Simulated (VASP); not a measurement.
# Si (Fm-3m) in VASP: a series of runs

Si is run at these levels: PBEsol; tasks: single point.

Program: VASP 6.6.1. These are calculated values, not measurements. Logs are shortened: lines on timing, memory, paths and dates and some standing lists are left out, and cuts for length are marked.

### 1 The cell of the first run

Symmetry: Fm-3m, No. 225, cubic system. The conventional cell has a = 3.777 Å, b = 3.777 Å, c = 3.777 Å, α = 90.00°, β = 90.00°, γ = 90.00°. Si (site symmetry m-3m) has 12 Si at 2.67 Å within 3.5 Å.

### 2 Single point, PBEsol (volume scaled by 0.96)

Contents of INCAR:

```
PREC = Accurate ; ENCUT = 520
EDIFF = 1E-7 ; ISMEAR = -1
SIGMA = 0.1 ; LREAL = False
LASPH = True ; NELM = 60
ALGO = Normal ; ISIF = 2
LWAVE = False ; LCHARG = False
GGA = PS ; NBANDS = 8
```

Contents of KPOINTS:

```
regular mesh
0
Gamma
  16 16 16
```

Contents of POSCAR:

```
Si
1.0
    0.0000000000      1.8883171957      1.8883171957
    1.8883171957      0.0000000000      1.8883171957
    1.8883171957      1.8883171957      0.0000000000
Si
1
Direct
    0.0000000000      0.0000000000      0.0000000000
```

Potentials or basis: VASP PAW PBE potentials, release 64 (Si).

On the command line:

```bash
cat potpaw_PBE.64/Si/POTCAR > POTCAR
mpirun -np 1 vasp_std > vasp.out
```

OUTCAR:

```text
PREC = Accurate
   ENCUT = 520
   EDIFF = 1E-7
   ISMEAR = -1
   LREAL = False
   LASPH = True
   NELM = 60
   ISIF = 2
   GGA = PS

 ion  position               nearest neighbor table
   1  0.000  0.000  0.000-

  LATTYP: Found a face centered cubic cell.
 ALAT       =     3.7766343914

  Lattice vectors:

 A1 = (   0.0000000000,   1.8883171957,   1.8883171957)
 A2 = (   1.8883171957,   0.0000000000,   1.8883171957)
 A3 = (   1.8883171957,   1.8883171957,   0.0000000000)

Analysis of symmetry for initial positions (statically):
=====================================================================
 Subroutine PRICEL returns:
 Original cell was already a primitive cell.

 Routine SETGRP: Setting up the symmetry group for a
 face centered cubic supercell.

 Subroutine GETGRP returns: Found 48 space group operations
[... 9 lines left out ...]

 Routine SETGRP: Setting up the symmetry group for a
 face centered cubic supercell.

 Subroutine GETGRP returns: Found 48 space group operations
 (whereof 48 operations were pure point group operations)
 out of a pool of 48 trial point group operations.

The dynamic configuration has the point symmetry O_h .

 Subroutine INISYM returns: Found 48 space group operations
 (whereof 48 operations are pure point group operations),
 and found     1 'primitive' translations

----------------------------------------------------------------------------------------

                                     Primitive cell

  volume of cell :      13.4665

  direct lattice vectors                    reciprocal lattice vectors
     0.000000000  1.888317196  1.888317196    -0.264786023  0.264786023  0.264786023
     1.888317196  0.000000000  1.888317196     0.264786023 -0.264786023  0.264786023
     1.888317196  1.888317196  0.000000000     0.264786023  0.264786023 -0.264786023

  length of vectors
     2.670483788  2.670483788  2.670483788     0.458622845  0.458622845  0.458622845

  position of ions in fractional coordinates (direct lattice)
     0.000000000  0.000000000  0.000000000

  ion indices of the primitive-cell ions
   primitive index   ion index
                 1           1

----------------------------------------------------------------------------------------

[... 61 lines left out ...]
   ISTART =      0    job   : 0-new  1-cont  2-samecut
   ICHARG =      2    charge: 1-file 2-atom 10-const
   ISPIN  =      1    spin polarized calculation?
   LNONCOLLINEAR =      F non collinear calculations
   LSORBIT =      F    spin-orbit coupling
   LASPH  =      T    aspherical Exc in radial PAW
   ENCUT  =  520.0 eV  38.22 Ry    6.18 a.u.   4.97  4.97  4.97*2*pi/ulx,y,z
   NELM   =     60;   NELMIN=  2; NELMDL= -5     # of ELM steps
   EDIFF  = 0.1E-06   stopping-criterion for ELM
   LREAL  =      F    real-space projection
   EDIFFG = 0.1E-05   stopping-criterion for IOM
   NSW    =      0    number of steps for IOM
   IBRION =     -1    ionic relax: 0-MD 1-quasi-New 2-CG
   NFREE  =      0    steps in history (QN), initial steepest desc. (CG)
   ISIF   =      2    stress and relaxation
   ISYM   =      2    0-nonsym 1-usesym 2-fastsym
   POTIM  = 0.5000    time-step for ionic-motion
   TEBEG  =    0.0;   TEEND  =   0.0 temperature during run
   PSTRESS=    0.0 pullay stress
   NELECT =       4.0000    total number of electrons
   NUPDOWN=      -1.0000    fix difference up-down
   EMIN   =  10.00;   EMAX   =-10.00  energy-range for DOS
   EFERMI =   0.00;   METHOD = LEGACY
   ISMEAR =    -1;   SIGMA  =   0.10  broadening in eV -4-tet -1-fermi 0-gaus
   EFERMI_NEDOS =   21; number of points for ismear=-14 and -15
   IALGO  =     38    algorithm
   IMIX   =      4    mixing-type and parameters
     AMIX     =   0.40;   BMIX     =  1.00
     AMIX_MAG =   1.60;   BMIX_MAG =  1.00
  volume/ion in A,a.u.               =      13.47        90.88
  Fermi-wavevector in a.u.,A,eV,Ry     =   1.092303  2.064154 16.233469  1.193126
  Thomas-Fermi vector in A             =   2.228566
   LORBIT       =      0    0 simple, 1 ext, 2 COOP (PROOUT), +10 PAW based schemes
   GGA     = PS    functional components
   LHFCALC =     F    Hartree Fock is set to
   AEXX    =    0.0000 exact exchange contribution
   IVDW    =     0    specifies the selected vdW correction
   LEPSILON=     F    determine dielectric tensor
   LRPA    =     F    only Hartree local field effects (RPA)
 non-spin polarized calculation
  energy-cutoff  :      520.00
  volume of cell :       13.47
 maximum number of plane-waves:       380
   NGX =  9   NGY =  9   NGZ =  9

 number of electron       4.0000000 magnetization

 Free energy of the ion-electron system (eV)
  ---------------------------------------------------
  ext. energy  EPLUGINS =         0.00000000
  ---------------------------------------------------
  free energy    TOTEN  =        -5.33798555 eV

  energy without entropy =       -5.32327059  energy(sigma->0) =       -5.33062807

 E-fermi :  11.1308     XC(G=0): -11.5365

 val. band max:       11.1126673659   @ k =  -0.2500   0.1250   0.0000
 cond. band min:      11.2317248141   @ k =  -0.4375   0.3125   0.0625
 fundamental gap:      0.1190574482
 Fermi energy:        11.1307926736

 k-point     1 :       0.0000    0.0000    0.0000
  band No.  band energies     occupation
      1      -4.0373      2.00000
      2      23.1197      0.00000
      3      23.1197      0.00000
      4      23.1197      0.00000
      5      23.3082      0.00000
      6      23.3082      0.00000
      7      23.3082      0.00000
      8      28.8068      0.00000
[... 243 lines left out ...]
 k-point    24 :      -0.0625    0.0625    0.0000
  band No.  band energies     occupation
      1      -3.7189      2.00000
      2      19.6789      0.00000
      3      20.0653      0.00000
      4      23.2174      0.00000
      5      23.6168      0.00000
      6      25.1169      0.00000
      7      25.8974      0.00000
      8      28.6061      0.00000

 [... further k-points ...]
[... 5 lines left out ...]
  --------------------------------------------------------------------------------------
  -------------------------------------------------------------------------------------
  Total        0.3935697      0.3935697      0.3935697     -0.0000000     -0.0000000     -0.0000000
  in kB       46.8249633     46.8249633     46.8249633     -0.0000000     -0.0000000     -0.0000000
  external PRESSURE =      46.8249633 kB  Pullay stress =       0.0000000 kB

 VOLUME and BASIS-vectors are now :
 -----------------------------------------------------------------------------
  energy-cutoff  :      520.00
  volume of cell :       13.47
      direct lattice vectors                 reciprocal lattice vectors
     0.000000000  1.888317196  1.888317196    -0.264786023  0.264786023  0.264786023
     1.888317196  0.000000000  1.888317196     0.264786023 -0.264786023  0.264786023
     1.888317196  1.888317196  0.000000000     0.264786023  0.264786023 -0.264786023

 POSITION                                       TOTAL-FORCE (eV/Angst)
 -----------------------------------------------------------------------------------
      0.00000      0.00000      0.00000        -0.000000      0.000000     -0.000000
 -----------------------------------------------------------------------------------
    total drift:                                0.000000      0.000000     -0.000000

  FREE ENERGIE OF THE ION-ELECTRON SYSTEM (eV)
  ---------------------------------------------------
  free  energy   TOTEN  =        -5.3379855540 eV

  energy  without entropy=       -5.3232705872  energy(sigma->0) =       -5.33062807
```

stdout:

```text
POSCAR found type information on POSCAR Si
 POSCAR found :  1 types and       1 ions
 scaLAPACK will be used
 -----------------------------------------------------------------------------
|                                                                             |
|                                                                             |
|     You enforced a specific xc type in the INCAR file but a different       |
|     I HOPE YOU KNOW WHAT YOU ARE DOING!                                     |
|                                                                             |
 -----------------------------------------------------------------------------

 LDA part: xc-table for (Slater+PW92), standard interpolation
 POSCAR, INCAR and KPOINTS ok, starting setup
 FFT: planning ... GRIDC
 FFT: planning ... GRID_SOFT
 FFT: planning ... GRID
 WAVECAR not read
 entering main loop
```

It took 6.1 s on 1 thread of Intel Xeon 6975P-C, shared host; peak memory 0.13 GiB.

Results:

```yaml
Free_energy: -5.3380 eV
Pressure: 4.7 GPa
Band_gap_on_the_k_mesh: zero (band 2 reaches 23.12 eV, above the bottom of band 3 at 7.83 eV)
```

Levels at points of the mesh, in eV from the Fermi level:
| k point | band 1 | band 2 | band 3 | band 4 | band 5 |
| --- | --- | --- | --- | --- | --- |
| (0.00, 0.00, 0.00) | -15.17 | 11.99 | 11.99 | 11.99 | 12.18 |
| (0.50, 0.00, 0.00) | -7.85 | -7.47 | 9.20 | 9.20 | 11.02 |
| (0.50, 0.50, 0.00) | -5.75 | -4.59 | 3.37 | 3.37 | 4.24 |

Caveat: the PAW data sets were made with another functional, which shifts forces and pressure a little.

(Continued in part 2 of 2.)
